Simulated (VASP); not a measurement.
Here is a VASP 6.6.1 calculation.

Contents of POSCAR:

```
Si
1.0
    3.7169511069      0.0000000000      0.0000000000
   -1.8584755534      3.2189740832      0.0000000000
    0.0000000000      0.0000000000      6.4559726954
Si
4
Direct
    0.3333333333      0.6666666667      0.0644119269
    0.6666666667      0.3333333333      0.5644119269
    0.3333333333      0.6666666667      0.4355880731
    0.6666666667      0.3333333333      0.9355880731
```

The input INCAR.step1:

```
SYSTEM = Si
PREC = Accurate ; ENCUT = 520
ISMEAR = 0 ; SIGMA = 0.02
LREAL = .FALSE. ; LASPH = .TRUE.
NELM = 100 ; NBANDS = 16
GGA = PE ; ALGO = Normal
EDIFF = 1E-4 ; LWAVE = .TRUE.
LCHARG = .FALSE.
```

Contents of INCAR.step2:

```
SYSTEM = Si
PREC = Accurate ; ENCUT = 520
EDIFF = 1E-6 ; ISMEAR = 0
SIGMA = 0.02 ; LREAL = .FALSE.
LASPH = .TRUE. ; NELM = 100
ALGO = Normal ; ISIF = 2
LWAVE = .FALSE. ; LCHARG = .TRUE.
METAGGA = R2SCAN ; LMIXTAU = .TRUE.
LELF = .TRUE. ; LVHAR = .TRUE.
NBANDS = 16 ; ISTART = 1
```

Contents of KPOINTS:

```
Automatic mesh
0
G
  12 12 4
  0 0 0
```

Potentials or basis: VASP PAW PBE potentials, release 64 (Si).

Command:

```bash
$ cat potpaw_PBE.64/Si/POTCAR > POTCAR
$ cp INCAR.step1 INCAR
$ mpirun -np 1 vasp_std > vasp.out
$ cp INCAR.step2 INCAR
$ mpirun -np 1 vasp_std > vasp.out
```

Q: Estimate the pressure.

A: 4.4 GPa.

Q: What does it give for the band gap on the k mesh?

A: 0.70 eV (least direct gap 1.70 eV).

Q: Predict the largest force.

A: 0.320 eV/Å.

Stress tensor (GPa, compression positive):
```
 8.05  0.00  0.00
 0.00  8.05  0.00
 0.00  0.00 -2.88
```

Caveat: the cell differs from its parent crystal (biaxial strain in the a-b plane: -3.0 %); the cell stands under pressure; the PAW data sets were made with another functional, which shifts forces and pressure a little. A k mesh can miss the band edges.
